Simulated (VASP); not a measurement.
# Co: single point with RPBE

Co:

```
Co
1.0
     2.42922    0.00000    0.00000
     0.00000    2.42922    0.00000
     0.00000    0.00000    3.43353
Co
2
Direct
  0.00000 0.00000 0.00000
  0.50000 0.50000 0.50000
```

This isn't the form of Co at room conditions, which is hcp.

| Item | Value |
| --- | --- |
| Program | VASP 6.6.1 |
| Task | single point |
| Functional | RPBE |
| Potentials or basis | VASP PAW PBE potentials, release 64 (Co) |
| Cutoff | 520 eV |
| k mesh | 14 × 14 × 10 |
| Occupations | fermi-dirac, width 0.05 eV |
| Spin | collinear spin, ferromagnetic start |
| Starting moments | [1.712, 1.712] μB |
| Dipole correction | no |
| Further INCAR settings | ALGO = Normal; EDIFF = 1e-07; NBANDS = 20 |

The pressure is 23.9 GPa and the net moment is 3.18 μB per cell. The site moments are Co +1.60 μB. The valence electrons inside the program's atomic spheres are Co 8.42.

Stress tensor (GPa, compression positive):
```
23.78  0.00  0.00
 0.00 23.78  0.00
 0.00  0.00 24.05
```

Levels at points of the mesh, in eV from the Fermi level:
Spin up:
```csv
k point,band 9,band 10,band 11,band 12,band 13,band 14
"(0.00, 0.00, 0.00)",-0.80,-0.41,-0.41,2.68,10.31,15.65
"(0.50, 0.00, 0.00)",-1.56,-1.56,1.26,1.26,12.52,12.52
"(0.50, 0.50, 0.00)",-0.40,-0.40,2.67,2.67,10.30,10.30
"(0.00, 0.00, 0.50)",-1.81,-1.81,-1.24,-1.24,20.47,20.47
"(0.50, 0.00, 0.50)",-0.69,-0.69,-0.33,-0.33,6.77,6.77
"(0.50, 0.50, 0.50)",-0.41,-0.41,8.48,8.48,8.48,8.48
```
Spin down:
```
           k point  band 4  band 5  band 6  band 7  band 8  band 9  band 10  band 11  band 12  band 13
(0.00, 0.00, 0.00)   -1.28   -1.28   -1.28    0.30    0.31    1.27     1.42     1.42     2.66    11.21
(0.50, 0.00, 0.00)   -2.31   -1.92   -1.92   -0.35   -0.35    0.14     0.14     2.72     2.72    13.04
(0.50, 0.50, 0.00)   -3.76    1.27    1.27    1.42    1.42    1.42     1.42     2.65     2.65    11.20
(0.00, 0.00, 0.50)   -2.60   -0.70   -0.70   -0.16   -0.16   -0.16    -0.16     0.78     0.78    20.75
(0.50, 0.00, 0.50)   -1.31   -1.30   -1.30   -0.40   -0.40    1.22     1.22     1.22     1.22     7.76
(0.50, 0.50, 0.50)   -2.36   -2.36   -2.36    0.14    0.14    1.42     1.42     8.98     8.98     8.98
```

Run time: 86 s on 1 thread of Intel(R) Xeon(R) Platinum 8488C (Sapphire Rapids) (shared host), peak memory 0.23 GiB.

Caveat: the cell stands under pressure; the PAW data sets were made with another functional, which shifts forces and pressure a little.
